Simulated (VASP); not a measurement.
Runs of VASP 6.6.1 on LiCl. The structure is that of space group Pm-3m (No. 221), or close to it. The cells are those of the table. 

| cell | gap on the mesh (eV) |
| --- | --- |
| a = 3.377 Å, 2 atoms | 4.08 |
| a = 3.325 Å, 2 atoms | (b) |
| a = 3.271 Å, 2 atoms | 4.42 |
| a = 3.216 Å, 2 atoms | (a) |
| a = 3.158 Å, 2 atoms | 4.86 |

Alike in all rows: task single point; level PBE; potentials or basis VASP PAW PBE potentials, release 64 (Li_sv, Cl); no spin polarisation; k mesh 4 × 4 × 4; cutoff (eV) 520; smearing gaussian 0.01 eV.

Fill in the values left out.

(a) 4.63; (b) 4.24.

Caveats: all runs use coarse meshes.

A k mesh can miss the band edges.
